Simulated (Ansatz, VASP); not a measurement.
## Two plane-wave programs on FeCo3

POSCAR

```
FeCo3
1.0
    3.5013621382      0.0000000000      0.0000000000
    0.0000000000      3.5013621382      0.0000000000
    0.0000000000      0.0000000000      3.5013621382
Fe Co
1 3
Direct
    0.0000000000      0.0000000000      0.0000000000
    0.5000000000      0.5000000000      0.0000000000
    0.5000000000      0.0000000000      0.5000000000
    0.0000000000      0.5000000000      0.5000000000
```

INCAR.step1

```
SYSTEM = FeCo3
PREC = Accurate
ENCUT = 520
ISMEAR = 0
SIGMA = 0.1
LREAL = .FALSE.
LASPH = .TRUE.
NELM = 150
ISPIN = 2
MAGMOM = 3.21 2.09 2.09 2.09
LMAXMIX = 4
NBANDS = 30
GGA = PE
ALGO = Normal
EDIFF = 1E-4
LWAVE = .TRUE.
LCHARG = .FALSE.
```

INCAR.step2

```
SYSTEM = FeCo3
PREC = Accurate
ENCUT = 520
EDIFF = 1E-6
ISMEAR = 0
SIGMA = 0.1
LREAL = .FALSE.
LASPH = .TRUE.
NELM = 150
ALGO = Normal
ISIF = 2
LWAVE = .FALSE.
LCHARG = .TRUE.
ISPIN = 2
MAGMOM = 3.21 2.09 2.09 2.09
LORBIT = 11
LMAXMIX = 4
METAGGA = R2SCAN
LMIXTAU = .TRUE.
LELF = .TRUE.
LVHAR = .TRUE.
NBANDS = 30
ISTART = 1
```

Contents of KPOINTS:

```
regular mesh
0
G
  12 12 12
  0 0 0
```

Input for Ansatz:

```yaml
crystal:
  lattice:
    - [3.5013621382, 0.0, 0.0]
    - [0.0, 3.5013621382, 0.0]
    - [0.0, 0.0, 3.5013621382]
  atoms:
    - { symbol: Fe, position: [0.0, 0.0, 0.0], spin: 3.21 }
    - { symbol: Co, position: [0.5, 0.5, 0.0], spin: 2.09 }
    - { symbol: Co, position: [0.5, 0.0, 0.5], spin: 2.09 }
    - { symbol: Co, position: [0.0, 0.5, 0.5], spin: 2.09 }
basis:
  ecutwfc: 500
kpoints:
  mp_grid: { grid: [12, 12, 12] }
hamiltonian:
  xc: r2scan
scf:
  occupations: { method: gaussian, width: 0.1 }
output:
  forces: true
  stress: true
  eigenvalues: true
  populations: true
magnetization:
  spin_polarized: true
```

Alike in both runs: task single point; functional r2SCAN; k mesh 12 × 12 × 12; occupations gaussian, width 0.1 eV; collinear spin.

|  | VASP | Ansatz |
| --- | --- | --- |
| version | VASP 6.6.1 | Ansatz 0.2.0 |
| potentials or method | VASP PAW PBE potentials, release 64 (Fe, Co), cutoff 520 eV | scalar-relativistic, plane waves, PAW |
| valence electrons in the cell | 35 | 67 |

```tsv
	VASP	Ansatz	Ansatz less VASP
gap on the k mesh at the Fermi level (eV)	none	none	-
pressure (GPa)	6.2	6.4	+0.20
net moment per atom (μB)	2.00	2.01	+0.008
size of the moment on the site where the two differ most (μB)	1.79	1.87	+0.079
```

VASP's potentials were made for PBE, not for r2SCAN. Site moments also hang on the region over which each program counts them. A gap of «none» marks a metal or a gap that the smearing closes. With one functional, cell and mesh, what is left measures potentials, basis and numerics. VASP's potentials hold 35 valence electrons a cell and Ansatz's 67, so a difference there can come from the potentials and not from the codes. Ansatz's warnings: stability check not made.
